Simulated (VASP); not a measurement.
# Cu: single point with PBE

System: Cu, a slab with vacuum.

```
Cu
1.0
     2.55899    0.00000    0.00000
     0.00000    4.22115    0.00000
     0.00000    0.00000   21.17100
Cu
6
Direct
  0.25000 0.75000 0.38276
  0.75000 0.25000 0.41084
  0.75000 0.75000 0.48353
  0.25000 0.25000 0.51647
  0.25000 0.75000 0.58916
  0.75000 0.25000 0.61724
```

- Program: VASP 6.6.1
- Task: single point
- Functional: PBE
- Potentials or basis: VASP PAW PBE potentials, release 64 (Cu)
- Cutoff: 520 eV
- k mesh: 14 × 9 × 1
- Occupations: fermi-dirac, width 0.08 eV
- Spin: no spin polarisation

```json
{
  "Largest force": "0.025 eV/Å",
  "Band gap on the k mesh": "zero (bands 33 and 34 overlap by 2.93 eV)"
}
```

Forces in eV/Å, atoms in the order of the input:
```
Cu   0.000  0.000 -0.025
Cu   0.000  0.000 -0.001
Cu   0.000  0.000  0.007
Cu   0.000  0.000 -0.007
Cu   0.000  0.000  0.001
Cu   0.000  0.000  0.025
```

Levels at points of the mesh, in eV from the Fermi level:
| k point | band 29 | band 30 | band 31 | band 32 | band 33 | band 34 | band 35 | band 36 | band 37 | band 38 |
| --- | --- | --- | --- | --- | --- | --- | --- | --- | --- | --- |
| (0.00, 0.00, 0.00) | -1.53 | -1.51 | -1.49 | -1.34 | -1.34 | 0.05 | 0.12 | 2.49 | 3.50 | 3.84 |
| (0.50, 0.00, 0.00) | -1.54 | -1.54 | -0.06 | -0.06 | 0.95 | 0.95 | 3.47 | 3.47 | 6.49 | 6.49 |

It took 11 min on 1 thread of Oxide Virtual Turin-like Processor, with other jobs on the host, peak memory 0.43 GiB.
